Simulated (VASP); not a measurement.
# Mo in VASP: a series of runs, part 3 of 3

VASP 6.6.1.

**5. Single point, PBEsol (strain +0.000 along x and y, +0.080 along z)**

The input, INCAR:

```
SYSTEM = Mo
PREC     = Accurate       ! precision mode
ENCUT    = 520            ! plane-wave cutoff, eV
EDIFF    = 1E-7           ! SCF threshold, eV
ISMEAR   = 0              ! smearing method
SIGMA    = 0.15           ! smearing width, eV
LREAL    = .False.        ! projectors in reciprocal space
LASPH    = .True.         ! aspherical terms in the spheres
NELM     = 100            ! most SCF steps
ALGO     = Fast           ! electronic algorithm
ISIF     = 2              ! what is computed and relaxed
LWAVE    = .False.        ! write WAVECAR
LCHARG   = .True.         ! write CHGCAR
GGA      = PS             ! functional
LELF     = .True.         ! ELF
LVHAR    = .True.       
NBANDS   = 13             ! bands
```

The input, KPOINTS:

```
regular mesh
0
Gamma
  20 20 20
  0 0 0
```

The input, POSCAR:

```
Mo
1.0
    0.0000000000      2.0150000000      2.1762000000
    2.0150000000      0.0000000000      2.1762000000
    2.0150000000      2.0150000000      0.0000000000
Mo
1
Direct
    0.0000000000      0.0000000000      0.0000000000
```

Potentials or basis: VASP PAW PBE potentials, release 64 (Mo_sv).

Started as:

```console
cat potpaw_PBE.64/Mo_sv/POTCAR > POTCAR
mpirun -np 1 vasp_std > vasp.out
```

OUTCAR:

```text
SYSTEM = Mo
   PREC = Accurate
   ENCUT = 520
   EDIFF = 1E-7
   ISMEAR = 0
   LREAL = .False.
   LASPH = .True.
   NELM = 100
   ISIF = 2
   GGA = PS

 ion  position               nearest neighbor table
   1  0.000  0.000  0.000-

  LATTYP: Found a body centered tetragonal cell.
 ALAT       =     2.8496403282
 C/A-ratio  =     1.5273506474

  Lattice vectors:

 A1 = (  -2.0150000000,   0.0000000000,   2.1762000000)
 A2 = (   2.0150000000,   0.0000000000,   2.1762000000)
 A3 = (   0.0000000000,   2.0150000000,  -2.1762000000)

Analysis of symmetry for initial positions (statically):
=====================================================================
 Subroutine PRICEL returns:
 Original cell was already a primitive cell.

 Routine SETGRP: Setting up the symmetry group for a
 body centered tetragonal supercell.

 Subroutine GETGRP returns: Found 16 space group operations
 (whereof 16 operations were pure point group operations)
 out of a pool of 16 trial point group operations.

The static configuration has the point symmetry D_4h.

Analysis of symmetry for dynamics (positions and initial velocities):
=====================================================================
 Subroutine PRICEL returns:
 Original cell was already a primitive cell.

 Routine SETGRP: Setting up the symmetry group for a
 body centered tetragonal supercell.

 Subroutine GETGRP returns: Found 16 space group operations
 (whereof 16 operations were pure point group operations)
 out of a pool of 16 trial point group operations.

The dynamic configuration has the point symmetry D_4h.

 Subroutine INISYM returns: Found 16 space group operations
 (whereof 16 operations are pure point group operations),
 and found     1 'primitive' translations

----------------------------------------------------------------------------------------

                                     Primitive cell

  volume of cell :      17.6717

  direct lattice vectors                    reciprocal lattice vectors
     0.000000000  2.015000000  2.176200000    -0.248138958  0.248138958  0.229758294
     2.015000000  0.000000000  2.176200000     0.248138958 -0.248138958  0.229758294
     2.015000000  2.015000000  0.000000000     0.248138958  0.248138958 -0.229758294

  length of vectors
     2.965817162  2.965817162  2.849640328     0.419445775  0.419445775  0.419445775

  position of ions in fractional coordinates (direct lattice)
     0.000000000  0.000000000  0.000000000

  ion indices of the primitive-cell ions
   primitive index   ion index
                 1           1

----------------------------------------------------------------------------------------

 KPOINTS: regular mesh

Automatic generation of k-mesh.
 Grid dimensions read from file:
 generate k-points for:   20   20   20

 Generating k-lattice:

  Cartesian coordinates                     Fractional coordinates (reciprocal lattice)
    -0.012406948  0.012406948  0.011487915     0.050000000  0.000000000  0.000000000
     0.012406948 -0.012406948  0.011487915     0.000000000  0.050000000  0.000000000
     0.012406948  0.012406948 -0.011487915    -0.000000000 -0.000000000  0.050000000

  Length of vectors
     0.020972289  0.020972289  0.020972289

  Shift w.r.t. Gamma in fractional coordinates (k-lattice)
     0.000000000  0.000000000  0.000000000

 Subroutine IBZKPT returns following result:
 ===========================================

 Found    641 irreducible k-points:

 Following reciprocal coordinates:
            Coordinates               Weight
  0.000000  0.000000  0.000000      1.000000
  0.050000  0.000000  0.000000      8.000000
  0.100000  0.000000  0.000000      8.000000
  0.150000  0.000000  0.000000      8.000000
  0.200000  0.000000  0.000000      8.000000
  0.250000  0.000000  0.000000      8.000000
[... 16 lines left out ...]
 -0.400000  0.050000  0.000000      8.000000
 -0.350000  0.050000  0.000000      8.000000
 [... further k-points ...]
   k-points           NKPTS =    641   k-points in BZ     NKDIM =    641   number of bands    NBANDS=     13
   number of dos      NEDOS =    301   number of ions     NIONS =      1
   total plane-waves  NPLWV =  13824
   dimension x,y,z NGX =    24 NGY =   24 NGZ =   24
   dimension x,y,z NGXF=    48 NGYF=   48 NGZF=   48
   ions per type =               1
   NGX,Y,Z   is equivalent  to a cutoff of  13.45, 13.45, 14.00 a.u.
   NGXF,Y,Z  is equivalent  to a cutoff of  26.91, 26.91, 28.00 a.u.
 SYSTEM =  Mo
   PREC   = accura    normal or accurate (medium, high low for compatibility)
   ISTART =      0    job   : 0-new  1-cont  2-samecut
   ICHARG =      2    charge: 1-file 2-atom 10-const
   ISPIN  =      1    spin polarized calculation?
   LNONCOLLINEAR =      F non collinear calculations
   LSORBIT =      F    spin-orbit coupling
   LASPH  =      T    aspherical Exc in radial PAW
   ENCUT  =  520.0 eV  38.22 Ry    6.18 a.u.   5.51  5.51  5.30*2*pi/ulx,y,z
   NELM   =    100;   NELMIN=  2; NELMDL= -5     # of ELM steps
   EDIFF  = 0.1E-06   stopping-criterion for ELM
   LREAL  =      F    real-space projection
   EDIFFG = 0.1E-05   stopping-criterion for IOM
   NSW    =      0    number of steps for IOM
   IBRION =     -1    ionic relax: 0-MD 1-quasi-New 2-CG
   NFREE  =      0    steps in history (QN), initial steepest desc. (CG)
   ISIF   =      2    stress and relaxation
   ISYM   =      2    0-nonsym 1-usesym 2-fastsym
   POTIM  = 0.5000    time-step for ionic-motion
   TEBEG  =    0.0;   TEEND  =   0.0 temperature during run
   PSTRESS=    0.0 pullay stress
   NELECT =      14.0000    total number of electrons
   NUPDOWN=      -1.0000    fix difference up-down
   EMIN   =  10.00;   EMAX   =-10.00  energy-range for DOS
   EFERMI =   0.00;   METHOD = LEGACY
   ISMEAR =     0;   SIGMA  =   0.15  broadening in eV -4-tet -1-fermi 0-gaus
   EFERMI_NEDOS =   21; number of points for ismear=-14 and -15
   IALGO  =     68    algorithm
   IMIX   =      4    mixing-type and parameters
     AMIX     =   0.40;   BMIX     =  1.00
     AMIX_MAG =   1.60;   BMIX_MAG =  1.00
  volume/ion in A,a.u.               =      17.67       119.25
  Fermi-wavevector in a.u.,A,eV,Ry     =   1.514809  2.862574 31.220558  2.294646
  Thomas-Fermi vector in A             =   2.624417
   LORBIT       =      0    0 simple, 1 ext, 2 COOP (PROOUT), +10 PAW based schemes
   GGA     = PS    functional components
   LHFCALC =     F    Hartree Fock is set to
   AEXX    =    0.0000 exact exchange contribution
   IVDW    =     0    specifies the selected vdW correction
   LEPSILON=     F    determine dielectric tensor
   LRPA    =     F    only Hartree local field effects (RPA)
 non-spin polarized calculation
 RMM-DIIS sequential band-by-band and
 Gauss-broadening in eV      SIGMA  =   0.15
  energy-cutoff  :      520.00
  volume of cell :       17.67
 maximum number of plane-waves:       493
 NGX is ok and might be reduce to    24
   NGX = 11   NGY = 11   NGZ = 11

 number of electron      13.9999998 magnetization

 Free energy of the ion-electron system (eV)
  ---------------------------------------------------
  ext. energy  EPLUGINS =         0.00000000
  ---------------------------------------------------
  free energy    TOTEN  =       -11.19863553 eV

  energy without entropy =      -11.18225713  energy(sigma->0) =      -11.19044633

 E-fermi :  10.2974     XC(G=0): -12.8362

 val. band max:       10.2971280772   @ k =   0.2500   0.0500   0.1000
 cond. band min:      10.3022869092   @ k =   0.5000   0.4000   0.1000
 fundamental gap:      0.0051588321
 Fermi energy:        10.2973833933

 k-point     1 :       0.0000    0.0000    0.0000
  band No.  band energies     occupation
      1     -50.5095      2.00000
      2     -24.0885      2.00000
      3     -24.0213      2.00000
      4     -24.0213      2.00000
      5       3.7492      2.00000
      6       9.0684      2.00000
      7       9.9286      1.99949
      8       9.9286      1.99949
      9      11.2908      0.00000
     10      12.4635      0.00000
     11      23.3069      0.00000
     12      26.6160      0.00000
     13      28.7316      0.00000
[... 353 lines left out ...]
 k-point    24 :      -0.3500    0.0500    0.0000
  band No.  band energies     occupation
      1     -50.3794      2.00000
      2     -24.8573      2.00000
      3     -24.2361      2.00000
      4     -24.0786      2.00000
      5       6.1414      2.00000
      6       9.1992      2.00000
      7       9.9691      1.99804
      8      10.1344      1.87559
      9      12.7220      0.00000
     10      13.5509      0.00000
     11      21.4388      0.00000
     12      24.0563      0.00000
     13      29.0016      0.00000

 [... further k-points ...]
[... 5 lines left out ...]
  --------------------------------------------------------------------------------------
  -------------------------------------------------------------------------------------
  Total       -3.0924652     -3.0924652     -2.1217914      0.0000000      0.0000000      0.0000000
  in kB     -280.3732052   -280.3732052   -192.3686830      0.0000000      0.0000000      0.0000000
  external PRESSURE =    -251.0383645 kB  Pullay stress =       0.0000000 kB

 VOLUME and BASIS-vectors are now :
 -----------------------------------------------------------------------------
  energy-cutoff  :      520.00
  volume of cell :       17.67
      direct lattice vectors                 reciprocal lattice vectors
     0.000000000  2.015000000  2.176200000    -0.248138958  0.248138958  0.229758294
     2.015000000  0.000000000  2.176200000     0.248138958 -0.248138958  0.229758294
     2.015000000  2.015000000  0.000000000     0.248138958  0.248138958 -0.229758294

 POSITION                                       TOTAL-FORCE (eV/Angst)
 -----------------------------------------------------------------------------------
      0.00000      0.00000      0.00000         0.000000      0.000000     -0.000000
 -----------------------------------------------------------------------------------
    total drift:                                0.000000      0.000000      0.000000

  FREE ENERGIE OF THE ION-ELECTRON SYSTEM (eV)
  ---------------------------------------------------
  free  energy   TOTEN  =       -11.1986355255 eV

  energy  without entropy=      -11.1822571270  energy(sigma->0) =      -11.19044633
```

Run time: 42 s. Hardware: 1 thread of Intel Xeon 6975P-C (Granite Rapids), shared host; peak memory 0.25 GiB.

Results:

```
Free energy            : -11.1986 eV
Pressure               : -25.1 GPa
Band gap on the k mesh : zero (band 7 reaches 13.55 eV, above the bottom of band 8 at 9.83 eV)
```

Caveat: the cell differs from its parent crystal (strain +0.000 along x and y, +0.080 along z); the PAW data sets were made with another functional, which shifts forces and pressure a little.

**6. Single point, PBEsol (strain +0.040 along x and y, +0.000 along z)**

The input, INCAR:

```
SYSTEM = Mo
ALGO = Fast
EDIFF = 1E-7
ENCUT = 520
GGA = PS
ISIF = 2
ISMEAR = 0
LASPH = .True.
LCHARG = .True.
LELF = .True.
LREAL = .False.
LVHAR = .True.
LWAVE = .False.
NBANDS = 13
NELM = 80
PREC = Accurate
SIGMA = 0.15
```

The input, KPOINTS:

```
k-points
0
Gamma
  20 20 20
  0 0 0
```

The input, POSCAR:

```
Mo
1.0
    0.0000000000      2.0956000000      2.0150000000
    2.0956000000      0.0000000000      2.0150000000
    2.0956000000      2.0956000000      0.0000000000
Mo
1
Direct
    0.0000000000      0.0000000000      0.0000000000
```

Potentials or basis: VASP PAW PBE potentials, release 64 (Mo_sv).

Started as:

```console
cat potpaw_PBE.64/Mo_sv/POTCAR > POTCAR
mpirun -np 1 vasp_std > vasp.out
```

It took 42 s on 1 thread of Intel Xeon 6975P-C (Granite Rapids), shared host; peak memory 0.25 GiB.

The run converged. Its results:

```yaml
Free_energy: -11.1753 eV
Pressure: -25.4 GPa
Band_gap_on_the_k_mesh: zero (band 7 reaches 13.62 eV, above the bottom of band 8 at 9.73 eV)
```

Stress tensor (GPa, compression positive):
```
-22.89   0.00   0.00
  0.00 -22.89   0.00
  0.00   0.00 -30.35
```

Levels at points of the mesh, in eV from the Fermi level:
```csv
k point,band 3,band 4,band 5,band 6,band 7,band 8,band 9,band 10,band 11,band 12
"(0.00, 0.00, 0.00)",-34.28,-34.25,-6.48,-0.74,-0.74,-0.34,1.41,1.95,13.01,17.36
"(0.50, 0.00, 0.00)",-34.43,-34.36,-4.19,-1.00,-0.53,1.22,3.35,3.61,9.68,12.61
"(0.50, 0.50, 0.00)",-34.66,-34.66,-4.38,-3.79,3.41,3.94,4.01,4.01,11.24,11.24
"(0.50, 0.00, 0.50)",-34.61,-34.56,-4.38,-3.71,3.21,3.42,3.77,4.17,11.57,12.07
```

Caveat: the cell differs from its parent crystal (strain +0.040 along x and y, +0.000 along z); the PAW data sets were made with another functional, which shifts forces and pressure a little.

**7. Summary**

```tsv
cell	gap on the mesh (eV)	pressure (GPa)
a = 2.622 Å, angles 60.0°, 1 atom	none	76.4
a = 3.078 Å, angles 60.0°, 1 atom	none	-40.0
a = 2.907, b = 2.907, c = 2.850 Å, angles 60.7, 60.7, 58.7°, 1 atom	none	-19.1
a = 2.966, b = 2.966, c = 2.850 Å, angles 61.3, 61.3, 57.4°, 1 atom	none	-25.1
a = 2.907, b = 2.907, c = 2.964 Å, angles 59.4, 59.4, 61.3°, 1 atom	none	-25.4
```

Alike in all rows: task single point; level PBEsol; potentials or basis VASP PAW PBE potentials, release 64 (Mo_sv); no spin polarisation; k mesh 20 × 20 × 20; cutoff (eV) 520; smearing gaussian 0.15 eV.

Caveats: the PAW data sets were made with another functional, which shifts forces and pressure a little.

Total energies depend on the potentials used, so only differences within one code and one set of settings carry meaning.
